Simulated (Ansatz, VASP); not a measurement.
**Two plane-wave programs on SnO2**

```
CELL_PARAMETERS angstrom
1.61709 0.93363 4.80059
-1.61709 0.93363 4.80059
0.00000 -1.86726 4.80059
ATOMIC_POSITIONS crystal
Sn 0.50000 0.50000 0.50000
O 0.23717 0.23717 0.23717
O 0.76283 0.76283 0.76283
```

Alike in both runs: task single point; functional PBEsol; k mesh 6 × 6 × 6; no spin polarisation.

|  | VASP | Ansatz |
| --- | --- | --- |
| version | VASP 6.6.1 | Ansatz 0.2.0 |
| potentials or method | VASP PAW PBE potentials, release 64 (Sn_d, O), cutoff 520 eV | plane waves, PAW |
| occupations | gaussian, width 0.01 eV | fixed |
| valence electrons in the cell | 26 | 26 |

Ansatz gave:

```
rms of the force components (eV/Å) : 0.188
```

Q: Which values does VASP return?

A: rms of the force components (eV/Å): 0.164.

VASP's potentials were made for PBE, not for PBEsol. Atom by atom the forces differ by 0.024 eV/Å (rms over components).
